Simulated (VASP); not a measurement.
# Ti (Im-3m) in VASP: further runs

Runs on Ti. Level: PBE. Tasks: electric field gradients, density of states.

Everything below comes from runs of VASP 6.6.1. Logs are shortened: lines on timing, memory, paths and dates and some standing lists are left out, and cuts for length are marked.

## Step 1: The cell of the first run

It takes space group Im-3m (No. 229, cubic). Conventional cell: a = 3.238 Å, b = 3.238 Å, c = 3.238 Å, α = 90.00°, β = 90.00°, γ = 90.00°. Ti (site symmetry m-3m) has 14 Ti at 2.80 to 3.24 Å within 3.7 Å.

## Step 2: Electric field gradients, PBE (volume scaled by 0.96)

The input, INCAR:

```
PREC = Accurate
ENCUT = 520
EDIFF = 1E-8
ISMEAR = -1
SIGMA = 0.05
LREAL = F
LASPH = T
NELM = 100
ALGO = Normal
ISIF = 2
LWAVE = F
LCHARG = F
GGA = PE
LEFG = T
NBANDS = 12
```

The input, KPOINTS:

```
regular mesh
0
Gamma
  14 14 14
```

The input, POSCAR:

```
Ti
1.0
   -1.6188216056      1.6188216056      1.6188216056
    1.6188216056     -1.6188216056      1.6188216056
    1.6188216056      1.6188216056     -1.6188216056
Ti
1
Direct
    0.0000000000      0.0000000000      0.0000000000
```

Potentials or basis: VASP PAW PBE potentials, release 64 (Ti_sv).

Run with:

```console
$ cat potpaw_PBE.64/Ti_sv/POTCAR > POTCAR
$ mpirun -np 1 vasp_std > vasp.out
```

OUTCAR:

```text
PREC = Accurate
   ENCUT = 520
   EDIFF = 1E-8
   ISMEAR = -1
   LREAL = F
   LASPH = T
   NELM = 100
   ISIF = 2
   GGA = PE

 ion  position               nearest neighbor table
   1  0.000  0.000  0.000-

  LATTYP: Found a body centered cubic cell.
 ALAT       =     3.2376432112

  Lattice vectors:

 A1 = (  -1.6188216056,   1.6188216056,   1.6188216056)
 A2 = (   1.6188216056,  -1.6188216056,   1.6188216056)
 A3 = (   1.6188216056,   1.6188216056,  -1.6188216056)

Analysis of symmetry for initial positions (statically):
=====================================================================
 Subroutine PRICEL returns:
 Original cell was already a primitive cell.

 Routine SETGRP: Setting up the symmetry group for a
 body centered cubic supercell.

 Subroutine GETGRP returns: Found 48 space group operations
 (whereof 48 operations were pure point group operations)
 out of a pool of 48 trial point group operations.

The static configuration has the point symmetry O_h .

Analysis of symmetry for dynamics (positions and initial velocities):
=====================================================================
 Subroutine PRICEL returns:
 Original cell was already a primitive cell.

 Routine SETGRP: Setting up the symmetry group for a
 body centered cubic supercell.

 Subroutine GETGRP returns: Found 48 space group operations
 (whereof 48 operations were pure point group operations)
 out of a pool of 48 trial point group operations.

The dynamic configuration has the point symmetry O_h .

 Subroutine INISYM returns: Found 48 space group operations
 (whereof 48 operations are pure point group operations),
 and found     1 'primitive' translations

----------------------------------------------------------------------------------------

                                     Primitive cell

  volume of cell :      16.9690

  direct lattice vectors                    reciprocal lattice vectors
    -1.618821606  1.618821606  1.618821606     0.000000000  0.308866646  0.308866646
     1.618821606 -1.618821606  1.618821606     0.308866646  0.000000000  0.308866646
     1.618821606  1.618821606 -1.618821606     0.308866646  0.308866646  0.000000000

  length of vectors
     2.803881269  2.803881269  2.803881269     0.436803400  0.436803400  0.436803400

  position of ions in fractional coordinates (direct lattice)
     0.000000000  0.000000000  0.000000000

  ion indices of the primitive-cell ions
   primitive index   ion index
                 1           1

----------------------------------------------------------------------------------------

 KPOINTS: regular mesh

Automatic generation of k-mesh.
 Grid dimensions read from file:
 generate k-points for:   14   14   14

 Generating k-lattice:

  Cartesian coordinates                     Fractional coordinates (reciprocal lattice)
     0.000000000  0.022061903  0.022061903     0.071428571  0.000000000  0.000000000
     0.022061903  0.000000000  0.022061903     0.000000000  0.071428571  0.000000000
     0.022061903  0.022061903  0.000000000     0.000000000  0.000000000  0.071428571

  Length of vectors
     0.031200243  0.031200243  0.031200243

  Shift w.r.t. Gamma in fractional coordinates (k-lattice)
     0.000000000  0.000000000  0.000000000

 Subroutine IBZKPT returns following result:
 ===========================================

 Found    104 irreducible k-points:

 Following reciprocal coordinates:
            Coordinates               Weight
  0.000000  0.000000  0.000000      1.000000
  0.071429  0.000000  0.000000     12.000000
  0.142857  0.000000  0.000000     12.000000
  0.214286  0.000000  0.000000     12.000000
  0.285714  0.000000  0.000000     12.000000
  0.357143  0.000000  0.000000     12.000000
[... 16 lines left out ...]
  0.285714  0.285714  0.000000     24.000000
  0.357143  0.285714  0.000000     24.000000
 [... further k-points ...]
   k-points           NKPTS =    104   k-points in BZ     NKDIM =    104   number of bands    NBANDS=     12
   number of dos      NEDOS =    301   number of ions     NIONS =      1
   total plane-waves  NPLWV =  13824
   dimension x,y,z NGX =    24 NGY =   24 NGZ =   24
   dimension x,y,z NGXF=    48 NGYF=   48 NGZF=   48
   ions per type =               1
   NGX,Y,Z   is equivalent  to a cutoff of  14.23, 14.23, 14.23 a.u.
   NGXF,Y,Z  is equivalent  to a cutoff of  28.46, 28.46, 28.46 a.u.
 SYSTEM =  unknown system
   PREC   = accura    normal or accurate (medium, high low for compatibility)
   ISTART =      0    job   : 0-new  1-cont  2-samecut
   ICHARG =      2    charge: 1-file 2-atom 10-const
   ISPIN  =      1    spin polarized calculation?
   LNONCOLLINEAR =      F non collinear calculations
   LSORBIT =      F    spin-orbit coupling
   LASPH  =      T    aspherical Exc in radial PAW
   ENCUT  =  520.0 eV  38.22 Ry    6.18 a.u.   5.21  5.21  5.21*2*pi/ulx,y,z
   NELM   =    100;   NELMIN=  2; NELMDL= -5     # of ELM steps
   EDIFF  = 0.1E-07   stopping-criterion for ELM
   LREAL  =      F    real-space projection
   EDIFFG = 0.1E-06   stopping-criterion for IOM
   NSW    =      0    number of steps for IOM
   IBRION =     -1    ionic relax: 0-MD 1-quasi-New 2-CG
   NFREE  =      0    steps in history (QN), initial steepest desc. (CG)
   ISIF   =      2    stress and relaxation
   ISYM   =      2    0-nonsym 1-usesym 2-fastsym
   POTIM  = 0.5000    time-step for ionic-motion
   TEBEG  =    0.0;   TEEND  =   0.0 temperature during run
   PSTRESS=    0.0 pullay stress
   NELECT =      12.0000    total number of electrons
   NUPDOWN=      -1.0000    fix difference up-down
   EMIN   =  10.00;   EMAX   =-10.00  energy-range for DOS
   EFERMI =   0.00;   METHOD = LEGACY
   ISMEAR =    -1;   SIGMA  =   0.05  broadening in eV -4-tet -1-fermi 0-gaus
   EFERMI_NEDOS =   21; number of points for ismear=-14 and -15
   IALGO  =     38    algorithm
   IMIX   =      4    mixing-type and parameters
     AMIX     =   0.40;   BMIX     =  1.00
     AMIX_MAG =   1.60;   BMIX_MAG =  1.00
  volume/ion in A,a.u.               =      16.97       114.51
  Fermi-wavevector in a.u.,A,eV,Ry     =   1.458533  2.756228 28.943925  2.127318
  Thomas-Fermi vector in A             =   2.575206
   LORBIT       =      0    0 simple, 1 ext, 2 COOP (PROOUT), +10 PAW based schemes
   GGA     = PE    functional components
[... 5 lines left out ...]
 non-spin polarized calculation
  energy-cutoff  :      520.00
  volume of cell :       16.97
 maximum number of plane-waves:       472
 NGX is ok and might be reduce to    24
   NGX = 11   NGY = 11   NGZ = 11

 number of electron      11.9999996 magnetization

 Free energy of the ion-electron system (eV)
  ---------------------------------------------------
  ext. energy  EPLUGINS =         0.00000000
  ---------------------------------------------------
  free energy    TOTEN  =        -7.73211133 eV

  energy without entropy =       -7.71238002  energy(sigma->0) =       -7.72224568

 E-fermi :   8.3201     XC(G=0): -11.6036

 val. band max:        8.3165021333   @ k =   0.2857   0.2143  -0.0000
 cond. band min:       8.3234891682   @ k =   0.1429   0.1429   0.0714
 fundamental gap:      0.0069870349
 Fermi energy:         8.3201121556

 k-point     1 :       0.0000    0.0000    0.0000
  band No.  band energies     occupation
      1     -48.1574      2.00000
      2     -23.9859      2.00000
      3     -23.9859      2.00000
      4     -23.9859      2.00000
      5       2.3265      2.00000
      6       9.3385      0.00000
      7       9.3385      0.00000
      8       9.3385      0.00000
      9      11.1461      0.00000
     10      11.1461      0.00000
     11      25.9081      0.00000
     12      25.9081      0.00000

 k-point     2 :       0.0714    0.0000    0.0000
  band No.  band energies     occupation
      1     -48.1503      2.00000
      2     -24.0233      2.00000
      3     -23.9973      2.00000
      4     -23.9861      2.00000
      5       2.5049      2.00000
      6       9.2563      0.00000
      7       9.3146      0.00000
      8       9.4690      0.00000
      9      11.0511      0.00000
     10      11.1510      0.00000
     11      25.6510      0.00000
     12      25.8907      0.00000
[... 301 lines left out ...]
 k-point    23 :       0.2857    0.2857    0.0000
  band No.  band energies     occupation
      1     -48.0006      2.00000
      2     -24.5645      2.00000
      3     -24.3693      2.00000
      4     -24.0701      2.00000
      5       7.0363      2.00000
      6       7.6650      2.00000
      7       8.1673      1.91007
      8      11.1340      0.00000
      9      11.5479      0.00000
     10      14.7139      0.00000
     11      18.1153      0.00000
     12      18.3690      0.00000

 k-point    24 :       0.3571    0.2857    0.0000
  band No.  band energies     occupation
      1     -47.9961      2.00000
      2     -24.5361      2.00000
      3     -24.4236      2.00000
      4     -24.0738      2.00000
      5       7.2007      2.00000
      6       7.7760      1.99996
      7       7.9770      1.99791
      8      11.2582      0.00000
      9      11.4996      0.00000
     10      15.6510      0.00000
     11      17.0139      0.00000
     12      18.0867      0.00000

 [... further k-points ...]
[... 5 lines left out ...]
  --------------------------------------------------------------------------------------
  -------------------------------------------------------------------------------------
  Total        0.1695304      0.1695304      0.1695304      0.0000000      0.0000000      0.0000000
  in kB       16.0066765     16.0066765     16.0066765      0.0000000      0.0000000      0.0000000
  external PRESSURE =      16.0066765 kB  Pullay stress =       0.0000000 kB

 VOLUME and BASIS-vectors are now :
 -----------------------------------------------------------------------------
  energy-cutoff  :      520.00
  volume of cell :       16.97
      direct lattice vectors                 reciprocal lattice vectors
    -1.618821606  1.618821606  1.618821606     0.000000000  0.308866646  0.308866646
     1.618821606 -1.618821606  1.618821606     0.308866646  0.000000000  0.308866646
     1.618821606  1.618821606 -1.618821606     0.308866646  0.308866646  0.000000000

 POSITION                                       TOTAL-FORCE (eV/Angst)
 -----------------------------------------------------------------------------------
      0.00000      0.00000      0.00000        -0.000000      0.000000     -0.000000
 -----------------------------------------------------------------------------------
    total drift:                               -0.000000      0.000000      0.000000

  FREE ENERGIE OF THE ION-ELECTRON SYSTEM (eV)
  ---------------------------------------------------
  free  energy   TOTEN  =        -7.7321113310 eV

  energy  without entropy=       -7.7123800224  energy(sigma->0) =       -7.72224568

 Electric field gradients (V/A^2)
---------------------------------------------------------------------
 ion       V_xx      V_yy      V_zz      V_xy      V_xz      V_yz
---------------------------------------------------------------------
   1       0.000    -0.000    -0.000    -0.000    -0.000    -0.000
---------------------------------------------------------------------

 Electric field gradients after diagonalization (V/A^2)
 (convention: |V_zz| > |V_xx| > |V_yy|)
----------------------------------------------------------------------
 ion       V_xx      V_yy      V_zz     asymmetry (V_yy - V_xx)/ V_zz
----------------------------------------------------------------------
   1       0.000     0.000    -0.000       0.000
----------------------------------------------------------------------

           NMR quadrupolar parameters

 Cq : quadrupolar parameter    Cq=e*Q*V_zz/h
 eta: asymmetry parameters     (V_yy - V_xx)/ V_zz
 Q  : nuclear electric quadrupole moment in mb (millibarn)
----------------------------------------------------------------------
 ion       Cq(MHz)       eta       Q (mb)
----------------------------------------------------------------------
   1      -0.000       0.000       1.000
----------------------------------------------------------------------
```

Run time: 37 s. Hardware: 1 thread of Intel Xeon 8259CL, shared host; peak memory 0.15 GiB.

Results:

- Free energy: -7.7321 eV
- Pressure: 1.6 GPa
- Band gap on the k mesh: zero (band 6 reaches 9.34 eV, above the bottom of band 7 at 7.67 eV)

Caveat: the cell differs from its parent crystal (volume scaled by 0.96); without QUAD_EFG the Cq values of the log hold for a quadrupole moment of 1 mb, not for the nuclei.

## Step 3: Density of states, PBE

This run uses another cell than the first one, of 17.68 Å³/atom, 1.042 times its volume.

The input, POSCAR:

```
Ti
1.0
   -1.6410000000      1.6410000000      1.6410000000
    1.6410000000     -1.6410000000      1.6410000000
    1.6410000000      1.6410000000     -1.6410000000
Ti
1
Direct
    0.0000000000      0.0000000000      0.0000000000
```

The input, INCAR.step1:

```
PREC     = Accurate       # precision mode
ENCUT    = 520            # plane-wave cutoff, eV
EDIFF    = 1E-6           # SCF threshold, eV
ISMEAR   = -1             # smearing method
SIGMA    = 0.05           # smearing width, eV
LREAL    = False          # projectors in reciprocal space
LASPH    = True           # aspherical terms in the spheres
NELM     = 80             # most SCF steps
ALGO     = Normal         # electronic algorithm
ISIF     = 2              # what is computed and relaxed
LWAVE    = False          # write WAVECAR
LCHARG   = True           # write CHGCAR
LMAXMIX  = 4              # l up to which the mixer works
GGA      = PE             # functional
NBANDS   = 12             # bands
```

The input, KPOINTS.step1:

```
regular mesh
0
Gamma
  14 14 14
```

The input, INCAR.step2:

```
PREC     = Accurate       # precision mode
ENCUT    = 520            # plane-wave cutoff, eV
EDIFF    = 1E-6           # SCF threshold, eV
ISMEAR   = -5             # smearing method
SIGMA    = 0.05           # smearing width, eV
LREAL    = False          # projectors in reciprocal space
LASPH    = True           # aspherical terms in the spheres
NELM     = 80             # most SCF steps
ALGO     = Normal         # electronic algorithm
ISIF     = 2              # what is computed and relaxed
LWAVE    = False          # write WAVECAR
LCHARG   = False          # write CHGCAR
LMAXMIX  = 4              # l up to which the mixer works
GGA      = PE             # functional
LORBIT   = 11             # projections on sites
NEDOS    = 1001           # points of the DOS
ICHARG   = 11             # starting density
```

The input, KPOINTS.step2:

```
regular mesh
0
Gamma
  21 21 21
```

Potentials or basis: VASP PAW PBE potentials, release 64 (Ti_sv).

Run with:

```console
$ cat potpaw_PBE.64/Ti_sv/POTCAR > POTCAR
$ cp INCAR.step1 INCAR
$ cp KPOINTS.step1 KPOINTS
$ mpirun -np 1 vasp_std > vasp.out
$ cp INCAR.step2 INCAR
$ cp KPOINTS.step2 KPOINTS
$ mpirun -np 1 vasp_std > vasp.out
```

Wall time 40 s (1 thread of Intel Xeon 8259CL, shared host); peak memory 0.19 GiB.

Results (log left out):

* Valence electrons inside the program's atomic spheres: Ti 10.24

Levels at points of the mesh, in eV from the Fermi level:
| k point | band 2 | band 3 | band 4 | band 5 | band 6 | band 7 | band 8 | band 9 | band 10 |
| --- | --- | --- | --- | --- | --- | --- | --- | --- | --- |
| (0.00, 0.00, 0.00) | -32.44 | -32.44 | -32.44 | -5.91 | 0.97 | 0.97 | 0.97 | 2.69 | 2.69 |

Caveat: tetrahedron occupations give inexact forces and stress in metals.
